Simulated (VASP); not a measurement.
Here is a VASP 6.6.1 calculation.

Contents of POSCAR:

```
BN
1.0
    2.5369300260      0.0000000000      0.0000000000
   -1.2684650130      2.1970458501      0.0000000000
    0.0000000000      0.0000000000      4.1959171737
B N
2 2
Direct
    0.6666666667      0.3333333333      0.0002721794
    0.3333333333      0.6666666667      0.5002721794
    0.6666666667      0.3333333333      0.3747278206
    0.3333333333      0.6666666667      0.8747278206
```

Contents of INCAR.step1:

```
SYSTEM = BN
PREC = Accurate ; ENCUT = 520
EDIFF = 1E-5 ; ISMEAR = 0
SIGMA = 0.05 ; LREAL = .FALSE.
LASPH = .TRUE. ; NELM = 80
ALGO = Normal ; ISIF = 2
LWAVE = .TRUE. ; LCHARG = .FALSE.
GGA = PE ; NBANDS = 16
```

File INCAR.step2:

```
SYSTEM = BN
PREC = Accurate ; ENCUT = 520
EDIFF = 1E-6 ; ISMEAR = 0
SIGMA = 0.05 ; LREAL = .FALSE.
LASPH = .TRUE. ; NELM = 80
ALGO = Normal ; ISIF = 2
LWAVE = .FALSE. ; LCHARG = .FALSE.
GGA = PE ; LHFCALC = .TRUE.
AEXX = 0.25 ; HFSCREEN = 0.3
PRECFOCK = Normal ; ISTART = 1
NBANDS = 16
```

Contents of KPOINTS:

```
regular mesh
0
G
  6 6 4
  0 0 0
```

Potentials or basis: VASP PAW PBE potentials, release 64 (B, N).

Launch:

```bash
$ cat potpaw_PBE.64/B/POTCAR potpaw_PBE.64/N/POTCAR > POTCAR
$ cp INCAR.step1 INCAR
$ mpirun -np 1 vasp_std > vasp.out
$ cp INCAR.step2 INCAR
$ mpirun -np 1 vasp_std > vasp.out
```

(1) What does it give for the pressure?

(2) Estimate the largest force.

Answers

(1) -0.3 GPa.

(2) 0.022 eV/Å.

Caveat: the k points lie up to 0.48 Å⁻¹ apart; the PAW data sets were made with another functional, which shifts forces and pressure a little.
